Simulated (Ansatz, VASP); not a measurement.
# GaAs in VASP and in Ansatz

INCAR

```
SYSTEM = GaAs
ALGO = Normal ; EDIFF = 1E-6
EDIFFG = -0.01 ; ENCUT = 600
GGA = RE ; IBRION = 2
ISIF = 3 ; ISMEAR = -1
IVDW = 13 ; LASPH = .TRUE.
LCHARG = .FALSE. ; LREAL = .FALSE.
LWAVE = .FALSE. ; NELM = 60
NSW = 80 ; PREC = Accurate
SIGMA = 0.05
```

The input KPOINTS:

```
k-points
0
G
  8 8 8
  0 0 0
```

The input POSCAR:

```
GaAs
1.0
    0.0000000000      2.8268500000      2.8268500000
    2.8268500000      0.0000000000      2.8268500000
    2.8268500000      2.8268500000      0.0000000000
As Ga
1 1
Direct
    0.7500000000      0.7500000000      0.7500000000
    0.0000000000      0.0000000000      0.0000000000
```

Contents of input.yaml:

```yaml
crystal:
  lattice:
    - [0.0, 2.82685, 2.82685]
    - [2.82685, 0.0, 2.82685]
    - [2.82685, 2.82685, 0.0]
  atoms:
    - { symbol: As, position: [0.75, 0.75, 0.75] }
    - { symbol: Ga, position: [0.0, 0.0, 0.0] }
kpoints:
  mp_grid: { grid: [8, 8, 8] }
scf:
  occupations: { method: fermi_dirac, width: 0.05 }
hamiltonian:
  xc: revpbe
  dispersion: d4
  pseudopotentials: { kind: all_electron, lapw: { basis_error: 0.001 } }
output:
  forces: true
  stress: true
relax:
  f_tol: 0.01
  max_steps: 60
  cell: {}
```

Alike in both runs: task relaxation of cell and atoms; functional revPBE; dispersion D4; k mesh 8 × 8 × 8; occupations fermi-dirac, width 0.05 eV; no spin polarisation.

|  | VASP | Ansatz |
| --- | --- | --- |
| version | VASP 6.6.1 | Ansatz 0.2.0 |
| potentials or method | VASP PAW PBE potentials, release 64 (As, Ga_d), cutoff 600 eV | all-electron LAPW, scalar-relativistic |

```tsv
	VASP	Ansatz	Ansatz less VASP
relaxed volume (Å³/atom)	22.44	22.39	-0.051
relaxed cell length with the largest relative difference (Å)	3.989	3.986	-0.0030
```

VASP's potentials were made for PBE, not for revPBE. Ansatz ran all-electron here, and VASP with PAW potentials.
